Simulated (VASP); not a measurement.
# BN in VASP: a series of runs

Runs on BN. Level: PBE. Tasks: single point.

Everything below comes from runs of VASP 6.6.1. Logs are shortened: lines on timing, memory, paths and dates and some standing lists are left out, and cuts for length are marked.

### 1 The cell of the first run

The typed cell holds 2 atoms: a = 4.043 Å, b = 2.505 Å, c = 3.712 Å, α = 82.17°, β = 37.23°, γ = 64.04°.

### 2 Single point, PBE

File INCAR:

```
SYSTEM = BN
PREC = Accurate
ENCUT = 520
EDIFF = 1E-6
ISMEAR = 0
SIGMA = 0.02
LREAL = .FALSE.
LASPH = .TRUE.
NELM = 80
ALGO = Normal
ISIF = 2
LWAVE = .FALSE.
LCHARG = .FALSE.
GGA = PE
NBANDS = 11
```

File KPOINTS:

```
Automatic mesh
0
G
  6 6 6
  0 0 0
```

File POSCAR:

```
BN
1.0
    0.0073251431      3.4541645643      2.1020294116
    1.2467226660     -0.0410427613      2.1724908007
    1.2440463538      3.4968720181     -0.0646822500
B N
1 1
Direct
    0.0062647093     -0.0078147471      0.9996584586
    0.6823088083      0.6481888848      0.3349314075
```

Potentials or basis: VASP PAW PBE potentials, release 64 (B, N).

Started as:

```sh
$ cat potpaw_PBE.64/B/POTCAR potpaw_PBE.64/N/POTCAR > POTCAR
$ mpirun -np 1 vasp_std > vasp.out
```

OUTCAR:

```text
SYSTEM = BN
   PREC = Accurate
   ENCUT = 520
   EDIFF = 1E-6
   ISMEAR = 0
   LREAL = .FALSE.
   LASPH = .TRUE.
   NELM = 80
   ISIF = 2
   GGA = PE

 ion  position               nearest neighbor table
   1  0.006  0.992  1.000-   2 1.43   2 1.44   2 1.45
   2  0.682  0.648  0.335-   1 1.43   1 1.44   1 1.45

  LATTYP: Found a triclinic cell.
 ALAT       =     2.5051383581
 B/A-ratio  =     0.9913429136
 C/A-ratio  =     1.6709272285
 COS(alpha) =     0.0013165198
 COS(beta)  =     0.4776513521
 COS(gamma) =     0.4996718087

  Lattice vectors:

 A1 = (  -1.2467226660,   0.0410427613,  -2.1724908007)
 A2 = (  -2.4834438767,  -0.0016646925,  -0.0057791391)
 A3 = (  -0.0026763122,   3.5379147794,  -2.2371730507)

Analysis of symmetry for initial positions (statically):
=====================================================================
 Subroutine PRICEL returns:
 Original cell was already a primitive cell.

 Routine SETGRP: Setting up the symmetry group for a
 triclinic supercell.

 Subroutine GETGRP returns: Found  1 space group operations
 (whereof  1 operations were pure point group operations)
 out of a pool of  2 trial point group operations.

The static configuration has the point symmetry C_1 .

Analysis of symmetry for dynamics (positions and initial velocities):
=====================================================================
 Subroutine PRICEL returns:
 Original cell was already a primitive cell.

 Routine SETGRP: Setting up the symmetry group for a
 triclinic supercell.

 Subroutine GETGRP returns: Found  1 space group operations
 (whereof  1 operations were pure point group operations)
 out of a pool of  2 trial point group operations.

The dynamic configuration has the point symmetry C_1 .

 Subroutine INISYM returns: Found  1 space group operations
 (whereof  1 operations are pure point group operations),
 and found     1 'primitive' translations

----------------------------------------------------------------------------------------

                                     Primitive cell

  volume of cell :      18.8298

  direct lattice vectors                    reciprocal lattice vectors
     0.007325143  3.454164564  2.102029412    -0.403310813  0.147814530  0.234239633
     1.246722666 -0.041042761  2.172490801     0.402231855 -0.138901842  0.226849069
     1.244046354  3.496872018 -0.064682250     0.403106152  0.138330305 -0.228716328

  length of vectors
     4.043492815  2.505138358  3.712135374     0.489261641  0.482228874  0.483674480

  position of ions in fractional coordinates (direct lattice)
     0.006264709  0.992185253  0.999658459
     0.682308808  0.648188885  0.334931408

  ion indices of the primitive-cell ions
   primitive index   ion index
                 1           1
                 2           2

----------------------------------------------------------------------------------------

 KPOINTS: Automatic mesh

Automatic generation of k-mesh.
 Grid dimensions read from file:
 generate k-points for:    6    6    6

 Generating k-lattice:

  Cartesian coordinates                     Fractional coordinates (reciprocal lattice)
    -0.067218469  0.024635755  0.039039939     0.166666667 -0.000000000  0.000000000
     0.067038642 -0.023150307  0.037808178    -0.000000000  0.166666667  0.000000000
     0.067184359  0.023055051 -0.038119388     0.000000000 -0.000000000  0.166666667

  Length of vectors
     0.081543607  0.080371479  0.080612413

  Shift w.r.t. Gamma in fractional coordinates (k-lattice)
     0.000000000  0.000000000  0.000000000

 Subroutine IBZKPT returns following result:
 ===========================================

 Found    112 irreducible k-points:

 Following reciprocal coordinates:
            Coordinates               Weight
  0.000000  0.000000  0.000000      1.000000
  0.166667 -0.000000  0.000000      2.000000
  0.333333  0.000000  0.000000      2.000000
  0.500000  0.000000 -0.000000      1.000000
  0.000000  0.166667 -0.000000      2.000000
  0.166667  0.166667 -0.000000      2.000000
[... 16 lines left out ...]
  0.333333 -0.000000  0.166667      2.000000
  0.500000  0.000000  0.166667      2.000000
 [... further k-points ...]
   k-points           NKPTS =    112   k-points in BZ     NKDIM =    112   number of bands    NBANDS=     11
   number of dos      NEDOS =    301   number of ions     NIONS =      2
   total plane-waves  NPLWV =  16800
   dimension x,y,z NGX =    30 NGY =   20 NGZ =   28
   dimension x,y,z NGXF=    60 NGYF=   40 NGZF=   56
   ions per type =               1   1
   NGX,Y,Z   is equivalent  to a cutoff of  12.33, 13.27, 12.54 a.u.
   NGXF,Y,Z  is equivalent  to a cutoff of  24.67, 26.54, 25.08 a.u.
 SYSTEM =  BN
   PREC   = accura    normal or accurate (medium, high low for compatibility)
   ISTART =      0    job   : 0-new  1-cont  2-samecut
   ICHARG =      2    charge: 1-file 2-atom 10-const
   ISPIN  =      1    spin polarized calculation?
   LNONCOLLINEAR =      F non collinear calculations
   LSORBIT =      F    spin-orbit coupling
   LASPH  =      T    aspherical Exc in radial PAW
   ENCUT  =  520.0 eV  38.22 Ry    6.18 a.u.   7.52  4.66  6.90*2*pi/ulx,y,z
   NELM   =     80;   NELMIN=  2; NELMDL= -5     # of ELM steps
   EDIFF  = 0.1E-05   stopping-criterion for ELM
   LREAL  =      F    real-space projection
   EDIFFG = 0.1E-04   stopping-criterion for IOM
   NSW    =      0    number of steps for IOM
   IBRION =     -1    ionic relax: 0-MD 1-quasi-New 2-CG
   NFREE  =      0    steps in history (QN), initial steepest desc. (CG)
   ISIF   =      2    stress and relaxation
   ISYM   =      2    0-nonsym 1-usesym 2-fastsym
   POTIM  = 0.5000    time-step for ionic-motion
   TEBEG  =    0.0;   TEEND  =   0.0 temperature during run
   PSTRESS=    0.0 pullay stress
   NELECT =       8.0000    total number of electrons
   NUPDOWN=      -1.0000    fix difference up-down
   EMIN   =  10.00;   EMAX   =-10.00  energy-range for DOS
   EFERMI =   0.00;   METHOD = LEGACY
   ISMEAR =     0;   SIGMA  =   0.02  broadening in eV -4-tet -1-fermi 0-gaus
   EFERMI_NEDOS =   21; number of points for ismear=-14 and -15
   IALGO  =     38    algorithm
   IMIX   =      4    mixing-type and parameters
     AMIX     =   0.40;   BMIX     =  1.00
     AMIX_MAG =   1.60;   BMIX_MAG =  1.00
  volume/ion in A,a.u.               =       9.41        63.53
  Fermi-wavevector in a.u.,A,eV,Ry     =   1.230711  2.325707 20.608065  1.514650
  Thomas-Fermi vector in A             =   2.365549
   LORBIT       =      0    0 simple, 1 ext, 2 COOP (PROOUT), +10 PAW based schemes
   GGA     = PE    functional components
   LHFCALC =     F    Hartree Fock is set to
   AEXX    =    0.0000 exact exchange contribution
   IVDW    =     0    specifies the selected vdW correction
   LEPSILON=     F    determine dielectric tensor
   LRPA    =     F    only Hartree local field effects (RPA)
 non-spin polarized calculation
 Gauss-broadening in eV      SIGMA  =   0.02
  energy-cutoff  :      520.00
  volume of cell :       18.83
 maximum number of plane-waves:       517
   NGX = 15   NGY =  9   NGZ = 13

 number of electron       8.0000000 magnetization

 Free energy of the ion-electron system (eV)
  ---------------------------------------------------
  ext. energy  EPLUGINS =         0.00000000
  ---------------------------------------------------
  free energy    TOTEN  =       -17.56692160 eV

  energy without entropy =      -17.56692160  energy(sigma->0) =      -17.56692160

 E-fermi :   2.2478     XC(G=0):  -9.7620

 val. band max:        2.0304195616   @ k =   0.5000  -0.3333   0.1667
 cond. band min:       5.8790959505   @ k =   0.0000   0.5000   0.5000
 fundamental gap:      3.8486763889
 Fermi energy:         2.2478393091

 k-point     1 :       0.0000    0.0000    0.0000
  band No.  band energies     occupation
      1     -15.8981      2.00000
      2      -2.5036      2.00000
      3       0.4917      2.00000
      4       0.7647      2.00000
      5       6.8544      0.00000
      6      13.3902      0.00000
      7      13.8742      0.00000
      8      15.1153      0.00000
      9      16.6392      0.00000
     10      27.7606      0.00000
     11      28.8928      0.00000

 k-point     2 :       0.1667   -0.0000    0.0000
  band No.  band energies     occupation
      1     -15.3395      2.00000
      2      -1.9781      2.00000
      3      -1.2575      2.00000
      4      -0.3770      2.00000
      5       8.0269      0.00000
      6      13.1953      0.00000
      7      13.4455      0.00000
      8      15.8972      0.00000
      9      18.2443      0.00000
     10      24.5562      0.00000
     11      28.5369      0.00000

 k-point     3 :       0.3333    0.0000    0.0000
  band No.  band energies     occupation
      1     -13.8409      2.00000
      2      -4.8837      2.00000
      3      -1.7674      2.00000
      4      -0.4082      2.00000
      5       8.8232      0.00000
      6      11.2603      0.00000
      7      13.3754      0.00000
      8      20.0354      0.00000
      9      20.8058      0.00000
     10      21.3861      0.00000
     11      26.2956      0.00000
[... 267 lines left out ...]
 k-point    23 :       0.3333   -0.0000    0.1667
  band No.  band energies     occupation
      1     -15.2605      2.00000
      2      -2.7176      2.00000
      3      -1.2582      2.00000
      4      -0.3776      2.00000
      5       9.6133      0.00000
      6      13.1193      0.00000
      7      13.9357      0.00000
      8      15.8900      0.00000
      9      17.9909      0.00000
     10      24.5864      0.00000
     11      28.0117      0.00000

 k-point    24 :       0.5000    0.0000    0.1667
  band No.  band energies     occupation
      1     -13.7731      2.00000
      2      -4.9029      2.00000
      3      -1.7672      2.00000
      4      -1.0278      2.00000
      5       9.0050      0.00000
      6      12.0960      0.00000
      7      14.9020      0.00000
      8      19.1145      0.00000
      9      20.7654      0.00000
     10      21.8732      0.00000
     11      26.0214      0.00000

 [... further k-points ...]

------------------------ aborting loop because EDIFF is reached ----------------------------------------

  FORCE on cell =-STRESS in cart. coord.  units (eV):
  Direction    XX          YY          ZZ          XY          YZ          ZX
  --------------------------------------------------------------------------------------
  -------------------------------------------------------------------------------------
  Total        1.3344807      0.1701158      0.4076069      0.0172324      0.0035489     -0.0468352
  in kB      113.5473130     14.4746912     34.6821582      1.4662620      0.3019671     -3.9850773
  external PRESSURE =      54.2347208 kB  Pullay stress =       0.0000000 kB

 VOLUME and BASIS-vectors are now :
 -----------------------------------------------------------------------------
  energy-cutoff  :      520.00
  volume of cell :       18.83
      direct lattice vectors                 reciprocal lattice vectors
     0.007325143  3.454164564  2.102029412    -0.403310813  0.147814530  0.234239633
     1.246722666 -0.041042761  2.172490801     0.402231855 -0.138901842  0.226849069
     1.244046354  3.496872018 -0.064682250     0.403106152  0.138330305 -0.228716328

 POSITION                                       TOTAL-FORCE (eV/Angst)
 -----------------------------------------------------------------------------------
      2.48065      3.47660      2.10402        -0.406583      0.519434     -0.281566
      1.22978      3.50142      2.82075         0.406583     -0.519434      0.281566
 -----------------------------------------------------------------------------------
    total drift:                               -0.000018     -0.000114     -0.000035

  FREE ENERGIE OF THE ION-ELECTRON SYSTEM (eV)
  ---------------------------------------------------
  free  energy   TOTEN  =       -17.5669216028 eV

  energy  without entropy=      -17.5669216028  energy(sigma->0) =      -17.56692160
```

Wall time 46 s (1 thread of Intel Xeon 8259CL, shared host); peak memory 0.15 GiB.

What came out:

```
Free energy            : -17.5669 eV
Pressure               : 5.4 GPa
Largest force          : 0.717 eV/Å
Band gap on the k mesh : 3.85 eV (least direct gap 4.59 eV)
```

Forces in eV/Å, atoms in the order of the input:
```
B   -0.407  0.519 -0.282
N    0.407 -0.519  0.282
```

Levels at points of the mesh, in eV from the valence-band top:
```tsv
k point	band 2	band 3	band 4	band 5	band 6	band 7
(0.00, 0.00, 0.00)	-4.53	-1.54	-1.27	4.82	11.36	11.84
(0.50, 0.00, 0.00)	-8.98	-4.36	-1.03	4.56	9.73	13.54
(0.00, 0.50, 0.00)	-9.06	-4.16	-0.96	4.69	9.88	13.25
(0.50, 0.50, 0.00)	-9.13	-4.15	-0.62	5.78	9.60	12.29
(0.00, 0.00, 0.50)	-9.00	-4.35	-0.97	4.86	9.70	13.26
(0.50, 0.00, 0.50)	-6.17	-1.55	-1.27	9.56	11.36	11.75
(0.00, 0.50, 0.50)	-8.95	-4.19	-1.54	3.85	10.18	14.55
(0.50, 0.50, 0.50)	-9.04	-4.17	-1.00	4.42	9.91	13.50
```

Caveat: the k points lie up to 0.51 Å⁻¹ apart.

(Part 1 of 2 ends here.)
